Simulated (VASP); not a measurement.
A run of VASP 6.6.1 is set up as follows.

File POSCAR:

```
KZnF3
1.0
    4.0475790796      0.0000000000      0.0000000000
    0.0000000000      4.0475790796      0.0000000000
    0.0000000000      0.0000000000      4.0475790796
K Zn F
1 1 3
Direct
    0.0000000000      0.0000000000      0.0000000000
    0.5000000000      0.5000000000      0.5000000000
    0.5000000000      0.5000000000      0.0000000000
    0.0000000000      0.5000000000      0.5000000000
    0.5000000000      0.0000000000      0.5000000000
```

The input INCAR.step1:

```
SYSTEM = KZnF3
  ALGO = Normal
  EDIFF = 1E-4
  ENCUT = 520
  GGA = PE
  ISMEAR = -1
  LASPH = .TRUE.
  LCHARG = .FALSE.
  LREAL = .FALSE.
  LWAVE = .TRUE.
  NBANDS = 29
  NELM = 80
  PREC = Accurate
  SIGMA = 0.02
```

INCAR.step2

```
SYSTEM = KZnF3
  ALGO = Normal
  EDIFF = 1E-6
  ENCUT = 520
  ISIF = 2
  ISMEAR = -1
  ISTART = 1
  LASPH = .TRUE.
  LCHARG = .TRUE.
  LELF = .TRUE.
  LMIXTAU = .TRUE.
  LREAL = .FALSE.
  LVHAR = .TRUE.
  LWAVE = .FALSE.
  METAGGA = R2SCAN
  NBANDS = 29
  NELM = 80
  PREC = Accurate
  SIGMA = 0.02
```

The input KPOINTS:

```
k-points
0
G
  6 6 6
  0 0 0
```

Potentials or basis: VASP PAW PBE potentials, release 64 (K_sv, Zn, F).

Run with:

```sh
$ cat potpaw_PBE.64/K_sv/POTCAR potpaw_PBE.64/Zn/POTCAR potpaw_PBE.64/F/POTCAR > POTCAR
$ cp INCAR.step1 INCAR
$ mpirun -np 1 vasp_std > vasp.out
$ cp INCAR.step2 INCAR
$ mpirun -np 1 vasp_std > vasp.out
```

Q: Predict the band gap on the k mesh.

A: 4.58 eV (least direct gap 6.58 eV).

Q: Estimate the pressure.

A: 0.2 GPa.

Caveat: the PAW data sets were made with another functional, which shifts forces and pressure a little. r2SCAN opens gaps a little over a GGA but as a rule still falls short of measured ones.
